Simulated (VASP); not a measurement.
Input of a VASP 6.6.1 run:

The input INCAR:

```
PREC = Accurate
ENCUT = 600
EDIFF = 1E-6
ISMEAR = 0
SIGMA = 0.02
LREAL = F
LASPH = T
NELM = 120
ALGO = Normal
ISIF = 2
LWAVE = F
LCHARG = F
GGA = PS
NBANDS = 26
GGA_COMPAT = F
```

KPOINTS

```
Automatic mesh
0
Gamma
  12 12 6
```

Contents of POSCAR:

```
GaN
1.0
    3.1242224665      0.0000000000      0.0000000000
   -1.5621112333      2.7056560230      0.0000000000
    0.0000000000      0.0000000000      5.5403283600
Ga N
2 2
Direct
    0.3333333333      0.6666666667     -0.0290360046
    0.6666666667      0.3333333333      0.4709639954
    0.3333333333      0.6666666667      0.4040360046
    0.6666666667      0.3333333333      0.9040360046
```

Potentials or basis: VASP PAW PBE potentials, release 64 (Ga_d, N).

Launch:

```sh
$ cat potpaw_PBE.64/Ga_d/POTCAR potpaw_PBE.64/N/POTCAR > POTCAR
$ mpirun -np 1 vasp_std > vasp.out
```

Q: Estimate the largest force.

A: 1.144 eV/Å.

Q: Predict the pressure.

A: 8.2 GPa.

Q: Predict the band gap on the k mesh.

A: 1.96 eV (least direct gap 1.98 eV).

Stress tensor (GPa, compression positive):
```
 17.70   0.00   0.00
  0.00  17.70   0.00
  0.00   0.00 -10.74
```

Caveat: the cell differs from its parent crystal (strained and its atoms moved); the stress differs along the axes, from -11 to 18 GPa; the PAW data sets were made with another functional, which shifts forces and pressure a little. A k mesh can miss the band edges.
